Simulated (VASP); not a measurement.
Crystal: Mg5Te2.

```xyz
7
Lattice="3.6000 0.0000 0.0000 -1.8000 3.1177 0.0000 0.0000 0.0000 13.1000" Properties=species:S:1:pos:R:3 pbc="T T T"
Mg    0.0000    2.0785    9.3403
Mg    1.8000    1.0392    7.5980
Mg    1.8000    1.0392    3.7597
Mg    0.0000    2.0785    5.5020
Mg    0.0000    0.0000    0.0000
Te    1.8000    1.0392   11.1612
Te    0.0000    2.0785    1.9388
```

- Program: VASP 6.6.1
- Task: relaxation of cell and atoms
- Functional: PBE
- Potentials or basis: VASP PAW PBE potentials, release 64 (Mg, Te)
- Cutoff: 600 eV
- k mesh: 5 × 5 × 2
- Occupations: gaussian, width 0.2 eV
- Spin: no spin polarisation

At the start: pressure 14.7 GPa; volume 21.00 Å³/atom.

Where does the relaxation end?

Over 11 steps the energy falls by 326.8 meV/atom and the volume is 27.72 Å³/atom (+32.0 %); space group P-3m1 (No. 164, to 0.05 Å).

Step by step:
```csv
step,energy change (eV),largest force (eV/Å),pressure (GPa),volume (Å³)
1,0.0000,1.0085,14.69,147.03
2,-1.7319,0.8773,-0.42,191.93
3,-1.7319,0.8772,-0.42,191.88
4,-1.9020,0.7886,-0.28,192.25
5,-2.2421,0.1424,0.20,192.58
6,-2.2686,0.2445,0.56,192.30
7,-2.2716,0.1741,0.48,192.39
8,-2.2813,0.1017,-0.27,196.70
9,-2.2815,0.1104,-0.18,196.14
10,-2.2854,0.0862,-0.08,195.30
11,-2.2873,0.0729,0.08,194.03
```

Final structure:
```
Mg Te
1.0
     4.22966    0.00000    0.00000
    -2.11483    3.66299    0.00000
     0.00000    0.00000   12.52381
Mg Te
5 2
Direct
  0.33333 0.66667 0.72961
  0.66667 0.33333 0.57350
  0.66667 0.33333 0.27039
  0.33333 0.66667 0.42650
  0.00000 0.00000 0.00000
  0.66667 0.33333 0.86198
  0.33333 0.66667 0.13802
```

Caveat: the k points lie up to 0.34 Å⁻¹ apart in the final cell; the volume moved by over 15 % at a fixed basis, so the end points are rough; the relaxation stopped at a loose force limit of 0.08 eV/Å, so its end isn't a converged minimum.
